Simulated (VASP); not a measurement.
Here is a VASP 6.6.1 calculation.

The input INCAR:

```
ALGO = Normal ; EDIFF = 1E-6
ENCUT = 520 ; ISIF = 2
ISMEAR = 0 ; LASPH = T
LCHARG = F ; LREAL = F
LWAVE = F ; NBANDS = 44
NELM = 60 ; PREC = Accurate
SIGMA = 0.02
```

File KPOINTS:

```
k-points
0
Gamma
  6 6 4
```

File POSCAR:

```
SiO2
1.0
    5.0028200561      0.0000000000      0.0000000000
    0.0000000000      5.0028200561      0.0000000000
    0.0000000000      0.0000000000      7.2232068237
Si O
4 8
Direct
    0.0000000000      0.0000000000      0.0000000000
    0.0000000000      0.5000000000      0.2500000000
    0.5000000000      0.5000000000      0.5000000000
    0.5000000000      0.0000000000      0.7500000000
    0.0985467527      0.2500000000      0.1250000000
    0.2500000000      0.5985467527      0.3750000000
    0.7500000000      0.4014532473      0.3750000000
    0.9014532473      0.7500000000      0.1250000000
    0.5985467527      0.7500000000      0.6250000000
    0.7500000000      0.0985467527      0.8750000000
    0.2500000000      0.9014532473      0.8750000000
    0.4014532473      0.2500000000      0.6250000000
```

Potentials or basis: VASP PAW LDA potentials, release 64 (Si, O).

Run with:

```sh
$ cat potpaw_LDA.64/Si/POTCAR potpaw_LDA.64/O/POTCAR > POTCAR
$ mpirun -np 1 vasp_std > vasp.out
```

(1) What does it give for the largest force?

(2) Estimate the pressure.

(3) What does it give for the band gap on the k mesh?

## Answers

(1) 0.226 eV/Å.

(2) -2.9 GPa.

(3) 5.66 eV.

Caveat: the cell differs from its parent crystal (biaxial strain in the a-b plane: +1.5 %).
